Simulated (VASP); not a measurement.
A run of VASP 6.6.1:

Contents of INCAR:

```
PREC     = Accurate       # precision mode
ENCUT    = 520            # plane-wave cutoff, eV
EDIFF    = 1E-6           # SCF threshold, eV
ISMEAR   = 0              # smearing method
SIGMA    = 0.1            # smearing width, eV
LREAL    = False          # projectors in reciprocal space
LASPH    = True           # aspherical terms in the spheres
NELM     = 100            # most SCF steps
ALGO     = Normal         # electronic algorithm
ISIF     = 2              # what is computed and relaxed
LWAVE    = False          # write WAVECAR
LCHARG   = False          # write CHGCAR
GGA      = PS             # functional
NBANDS   = 34             # bands
```

File KPOINTS:

```
regular mesh
0
Gamma
  12 12 10
```

Contents of POSCAR:

```
Ga
1.0
    2.2861806345     -4.2133932960      0.0000000000
    2.2861806345      4.2133932960      0.0000000000
    0.0000000000      0.0000000000      4.5659771970
Ga
4
Direct
    0.1420270296      0.8579729704      0.1143723104
    0.6420270296      0.3579729704      0.3856276896
    0.8579729704      0.1420270296      0.9385459183
    0.3579729704      0.6420270296      0.5614540817
```

Potentials or basis: VASP PAW PBE potentials, release 64 (Ga_d).

Run with:

```sh
$ cat potpaw_PBE.64/Ga_d/POTCAR > POTCAR
$ mpirun -np 1 vasp_std > vasp.out
```

Hardware: 1 thread of Intel(R) Xeon(R) 6975P-C (Granite Rapids), on a shared host.

Task: How long does it take, and how much memory?

Result: It took 4.4 min on 1 thread of Intel(R) Xeon(R) 6975P-C (Granite Rapids), with other jobs on the host, peak memory 0.59 GiB. Counts: scf iterations 14, k points 258.
